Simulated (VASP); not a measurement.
# Ag (Fm-3m) in VASP: a series of runs

The runs below take Ag through relaxation of cell and atoms, with LDA.

Program: VASP 6.6.1. These are calculated values, not measurements. Logs are shortened: lines on timing, memory, paths and dates and some standing lists are left out, and cuts for length are marked.

**1. The cell of the first run**

It takes space group Fm-3m (No. 225, cubic). Conventional cell: a = 4.002 Å, b = 4.002 Å, c = 4.002 Å, α = 90.00°, β = 90.00°, γ = 90.00°. Ag (site symmetry m-3m) has 12 Ag at 2.83 Å within 3.7 Å.

**2. Relaxation of cell and atoms, LDA**

INCAR

```
PREC = Accurate ; ENCUT = 600
EDIFF = 1E-7 ; ISMEAR = -1
SIGMA = 0.15 ; LREAL = F
LASPH = T ; NELM = 60
ALGO = Fast ; ISIF = 3
LWAVE = F ; LCHARG = F
GGA = CA ; IBRION = 2
NSW = 80 ; EDIFFG = -0.001
```

KPOINTS

```
Automatic mesh
0
Gamma
  16 16 16
```

POSCAR

```
Ag
1.0
    0.0000000000      2.0007705301      2.0007705301
    2.0007705301      0.0000000000      2.0007705301
    2.0007705301      2.0007705301      0.0000000000
Ag
1
Direct
    0.0000000000      0.0000000000      0.0000000000
```

Potentials or basis: VASP PAW LDA potentials, release 64 (Ag).

Started as:

```
cat potpaw_LDA.64/Ag/POTCAR > POTCAR
mpirun -np 1 vasp_std > vasp.out
```

OUTCAR:

```text
PREC = Accurate
   ENCUT = 600
   EDIFF = 1E-7
   ISMEAR = -1
   LREAL = F
   LASPH = T
   NELM = 60
   ISIF = 3
   GGA = CA
   IBRION = 2
   NSW = 80
   EDIFFG = -0.001

 ion  position               nearest neighbor table
   1  0.000  0.000  0.000-

  LATTYP: Found a face centered cubic cell.
 ALAT       =     4.0015410602

  Lattice vectors:

 A1 = (   0.0000000000,   2.0007705301,   2.0007705301)
 A2 = (   2.0007705301,   0.0000000000,   2.0007705301)
 A3 = (   2.0007705301,   2.0007705301,   0.0000000000)

Analysis of symmetry for initial positions (statically):
=====================================================================
 Subroutine PRICEL returns:
 Original cell was already a primitive cell.

 Routine SETGRP: Setting up the symmetry group for a
 face centered cubic supercell.

 Subroutine GETGRP returns: Found 48 space group operations
[... 9 lines left out ...]

 Routine SETGRP: Setting up the symmetry group for a
 face centered cubic supercell.

 Subroutine GETGRP returns: Found 48 space group operations
[... 11 lines left out ...]
                                     Primitive cell

  volume of cell :      16.0185

  direct lattice vectors                    reciprocal lattice vectors
     0.000000000  2.000770530  2.000770530    -0.249903721  0.249903721  0.249903721
     2.000770530  0.000000000  2.000770530     0.249903721 -0.249903721  0.249903721
     2.000770530  2.000770530  0.000000000     0.249903721  0.249903721 -0.249903721

  length of vectors
     2.829516819  2.829516819  2.829516819     0.432845941  0.432845941  0.432845941

  position of ions in fractional coordinates (direct lattice)
     0.000000000  0.000000000  0.000000000

  ion indices of the primitive-cell ions
   primitive index   ion index
                 1           1

----------------------------------------------------------------------------------------

 KPOINTS: Automatic mesh

Automatic generation of k-mesh.
 Grid dimensions read from file:
 generate k-points for:   16   16   16

 Generating k-lattice:

  Cartesian coordinates                     Fractional coordinates (reciprocal lattice)
    -0.015618983  0.015618983  0.015618983     0.062500000  0.000000000  0.000000000
     0.015618983 -0.015618983  0.015618983     0.000000000  0.062500000  0.000000000
     0.015618983  0.015618983 -0.015618983     0.000000000  0.000000000  0.062500000

  Length of vectors
     0.027052871  0.027052871  0.027052871

  Shift w.r.t. Gamma in fractional coordinates (k-lattice)
     0.000000000  0.000000000  0.000000000

 Subroutine IBZKPT returns following result:
 ===========================================

 Found    145 irreducible k-points:

 Following reciprocal coordinates:
            Coordinates               Weight
  0.000000  0.000000  0.000000      1.000000
  0.062500  0.000000  0.000000      8.000000
  0.125000  0.000000  0.000000      8.000000
  0.187500  0.000000  0.000000      8.000000
  0.250000  0.000000  0.000000      8.000000
  0.312500  0.000000  0.000000      8.000000
[... 16 lines left out ...]
 -0.125000  0.062500  0.000000     24.000000
 -0.062500  0.062500  0.000000     12.000000
 [... further k-points ...]
   k-points           NKPTS =    145   k-points in BZ     NKDIM =    145   number of bands    NBANDS=      9
   number of dos      NEDOS =    301   number of ions     NIONS =      1
   total plane-waves  NPLWV =  13824
   dimension x,y,z NGX =    24 NGY =   24 NGZ =   24
   dimension x,y,z NGXF=    48 NGYF=   48 NGZF=   48
   ions per type =               1
   NGX,Y,Z   is equivalent  to a cutoff of  14.10, 14.10, 14.10 a.u.
   NGXF,Y,Z  is equivalent  to a cutoff of  28.20, 28.20, 28.20 a.u.
 SYSTEM =  unknown system
   PREC   = accura    normal or accurate (medium, high low for compatibility)
   ISTART =      0    job   : 0-new  1-cont  2-samecut
   ICHARG =      2    charge: 1-file 2-atom 10-const
   ISPIN  =      1    spin polarized calculation?
   LNONCOLLINEAR =      F non collinear calculations
   LSORBIT =      F    spin-orbit coupling
   LASPH  =      T    aspherical Exc in radial PAW
   ENCUT  =  600.0 eV  44.10 Ry    6.64 a.u.   5.65  5.65  5.65*2*pi/ulx,y,z
   NELM   =     60;   NELMIN=  2; NELMDL= -5     # of ELM steps
   EDIFF  = 0.1E-06   stopping-criterion for ELM
   LREAL  =      F    real-space projection
   EDIFFG = -.1E-02   stopping-criterion for IOM
   NSW    =     80    number of steps for IOM
   IBRION =      2    ionic relax: 0-MD 1-quasi-New 2-CG
   NFREE  =      1    steps in history (QN), initial steepest desc. (CG)
   ISIF   =      3    stress and relaxation
   ISYM   =      2    0-nonsym 1-usesym 2-fastsym
   POTIM  = 0.5000    time-step for ionic-motion
   TEBEG  =    0.0;   TEEND  =   0.0 temperature during run
   PSTRESS=    0.0 pullay stress
   NELECT =      11.0000    total number of electrons
   NUPDOWN=      -1.0000    fix difference up-down
   EMIN   =  10.00;   EMAX   =-10.00  energy-range for DOS
   EFERMI =   0.00;   METHOD = LEGACY
   ISMEAR =    -1;   SIGMA  =   0.15  broadening in eV -4-tet -1-fermi 0-gaus
   EFERMI_NEDOS =   21; number of points for ismear=-14 and -15
   IALGO  =     68    algorithm
   IMIX   =      4    mixing-type and parameters
     AMIX     =   0.40;   BMIX     =  1.00
     AMIX_MAG =   1.60;   BMIX_MAG =  1.00
  volume/ion in A,a.u.               =      16.02       108.10
  Fermi-wavevector in a.u.,A,eV,Ry     =   1.444326  2.729380 28.382793  2.086076
  Thomas-Fermi vector in A             =   2.562633
   LORBIT       =      0    0 simple, 1 ext, 2 COOP (PROOUT), +10 PAW based schemes
   GGA     = CA    functional components
   LHFCALC =     F    Hartree Fock is set to
   AEXX    =    0.0000 exact exchange contribution
   IVDW    =     0    specifies the selected vdW correction
   LEPSILON=     F    determine dielectric tensor
   LRPA    =     F    only Hartree local field effects (RPA)
 conjugate gradient relaxation of ions
 non-spin polarized calculation
 RMM-DIIS sequential band-by-band and
  energy-cutoff  :      600.00
  volume of cell :       16.02
 maximum number of plane-waves:       544
   NGX = 11   NGY = 11   NGZ = 11

--------------------------------------- Ionic step        1  -------------------------------------------

 number of electron      11.0000002 magnetization

 Free energy of the ion-electron system (eV)
  ---------------------------------------------------
  ext. energy  EPLUGINS =         0.00000000
  ---------------------------------------------------
  free energy    TOTEN  =        -3.79194222 eV

  energy without entropy =       -3.77368857  energy(sigma->0) =       -3.78281540

------------------------ aborting loop because EDIFF is reached ----------------------------------------

  FORCE on cell =-STRESS in cart. coord.  units (eV):
  Direction    XX          YY          ZZ          XY          YZ          ZX
  --------------------------------------------------------------------------------------
  -------------------------------------------------------------------------------------
  Total        0.0139647      0.0139647      0.0139647     -0.0000000      0.0000000     -0.0000000
  in kB        1.3967526      1.3967526      1.3967526     -0.0000000      0.0000000     -0.0000000
  external PRESSURE =       1.3967526 kB  Pullay stress =       0.0000000 kB
[... 55 lines left out ...]
  energy  without entropy=       -3.7736714440  energy(sigma->0) =       -3.78280812

--------------------------------------- Ionic step        3  -------------------------------------------

 number of electron      11.0000002 magnetization

 Free energy of the ion-electron system (eV)
  ---------------------------------------------------
  ext. energy  EPLUGINS =         0.00000000
  ---------------------------------------------------
  free energy    TOTEN  =        -3.79195065 eV

  energy without entropy =       -3.77368609  energy(sigma->0) =       -3.78281837

 E-fermi :   9.0317     XC(G=0): -12.9477

 val. band max:        9.0096029563   @ k =   0.5000   0.3125   0.1250
 cond. band min:       9.2808961707   @ k =   0.5000   0.3750   0.1250
 fundamental gap:      0.2712932144
 Fermi energy:         9.0317215723

 k-point     1 :       0.0000    0.0000    0.0000
  band No.  band energies     occupation
      1       0.7488      2.00000
      2       4.0320      2.00000
      3       4.0320      2.00000
      4       4.0320      2.00000
      5       5.2067      2.00000
      6       5.2067      2.00000
      7      25.1741      0.00000
      8      29.0461      0.00000
      9      29.0461      0.00000
[... 265 lines left out ...]
 k-point    24 :      -0.0625    0.0625    0.0000
  band No.  band energies     occupation
      1       1.0865      2.00000
      2       3.9331      2.00000
      3       4.1217      2.00000
      4       4.1530      2.00000
      5       5.1153      2.00000
      6       5.2289      2.00000
      7      25.2638      0.00000
      8      27.0920      0.00000
      9      28.5077      0.00000

 [... further k-points ...]

------------------------ aborting loop because EDIFF is reached ----------------------------------------

  FORCE on cell =-STRESS in cart. coord.  units (eV):
  Direction    XX          YY          ZZ          XY          YZ          ZX
  --------------------------------------------------------------------------------------
  -------------------------------------------------------------------------------------
  Total       -0.0002710     -0.0002710     -0.0002710      0.0000000      0.0000000     -0.0000000
  in kB       -0.0270783     -0.0270783     -0.0270783      0.0000000      0.0000000     -0.0000000
  external PRESSURE =      -0.0270783 kB  Pullay stress =       0.0000000 kB
[... 16 lines left out ...]
  FREE ENERGIE OF THE ION-ELECTRON SYSTEM (eV)
  ---------------------------------------------------
  free  energy   TOTEN  =        -3.7919506454 eV

  energy  without entropy=       -3.7736860886  energy(sigma->0) =       -3.78281837

 reached required accuracy - stopping structural energy minimisation
```

Run time: 62 s. Hardware: 1 thread of Intel Xeon 8259CL, shared host; peak memory 0.15 GiB.

Results:

* Free energy: -3.7920 eV
* Relaxed volume: 16.04 Å³/atom
* Relaxed cell: a = 2.831 Å, b = 2.831 Å, c = 2.831 Å, α = 60.00°, β = 60.00°, γ = 60.00°
* Space group after relaxing (to 0.05 Å): Fm-3m (No. 225)
* Energy gained by relaxing: 0.0 meV/atom
* Ionic steps: 3
* Pressure after relaxing: 0.0 GPa

Final structure:
```
Ag
1.0
     0.00000    2.00152    2.00152
     2.00152    0.00000    2.00152
     2.00152    2.00152    0.00000
Ag
1
Cartesian
  0.0000 0.0000 0.0000
```

Levels at points of the mesh, in eV from the Fermi level:
```csv
k point,band 4,band 5,band 6,band 7,band 8,band 9
"(0.00, 0.00, 0.00)",-5.00,-3.83,-3.83,16.14,20.01,20.01
"(0.50, 0.00, 0.00)",-2.93,-2.93,-0.60,3.93,15.41,18.36
"(0.50, 0.50, 0.00)",-2.70,-2.70,1.49,7.22,10.88,10.88
```

**3. Relaxation of cell and atoms, LDA**

This run uses another cell than the first one, of 16.11 Å³/atom, 1.006 times its volume.

INCAR

```
SYSTEM = Ag
  ALGO = Normal
  EDIFF = 1E-6
  EDIFFG = -0.002
  ENCUT = 600
  IBRION = 2
  ISIF = 3
  ISMEAR = 0
  LASPH = .TRUE.
  LCHARG = .FALSE.
  LREAL = .FALSE.
  LWAVE = .FALSE.
  NELM = 60
  NSW = 100
  PREC = Accurate
  SIGMA = 0.1
```

KPOINTS

```
k-points
0
G
  16 16 16
  0 0 0
```

POSCAR

```
Ag
1.0
    0.0000000000      2.0045748295      2.0045748295
    2.0045748295      0.0000000000      2.0045748295
    2.0045748295      2.0045748295      0.0000000000
Ag
1
Direct
    0.0000000000      0.0000000000      0.0000000000
```

Potentials or basis: VASP PAW LDA potentials, release 64 (Ag).

Started as:

```
cat potpaw_LDA.64/Ag/POTCAR > POTCAR
mpirun -np 1 vasp_std > vasp.out
```

Wall time 51 s (1 thread of Intel Xeon 8259CL, shared host); peak memory 0.15 GiB.

It converged, with:

| Item | Value |
| --- | --- |
| Free energy | -3.7835 eV |
| Relaxed volume | 16.03 Å³/atom |
| Relaxed cell | a = 2.830 Å, b = 2.830 Å, c = 2.830 Å, α = 60.00°, β = 60.00°, γ = 60.00° |
| Space group after relaxing (to 0.05 Å) | Fm-3m (No. 225) |
| Energy gained by relaxing | 0.2 meV/atom |
| Ionic steps | 3 |
| Pressure after relaxing | 0.0 GPa |

The path:
| step | energy change (eV) | largest force (eV/Å) | pressure (GPa) | volume (Å³) |
| --- | --- | --- | --- | --- |
| 1 | 0.0000 | 0.0000 | -0.69 | 16.11 |
| 2 | 0.0000 | 0.0000 | 0.63 | 15.95 |
| 3 | -0.0002 | 0.0000 | 0.00 | 16.03 |

Final structure:
```yaml
crystal:
  lattice:
    - [0.00000, 2.00135, 2.00135]
    - [2.00135, 0.00000, 2.00135]
    - [2.00135, 2.00135, 0.00000]
  atoms:
    - { symbol: Ag, position: [0.00000, 0.00000, 0.00000] }
```

Levels at points of the mesh, in eV from the Fermi level:
```
           k point  band 3  band 4  band 5  band 6  band 7  band 8  band 9
(0.00, 0.00, 0.00)   -4.96   -4.96   -3.79   -3.79   16.18   20.05   20.05
(0.50, 0.00, 0.00)   -4.99   -2.89   -2.89   -0.56    3.97   15.44   18.40
(0.50, 0.50, 0.00)   -2.92   -2.66   -2.66    1.53    7.26   10.92   10.92
```
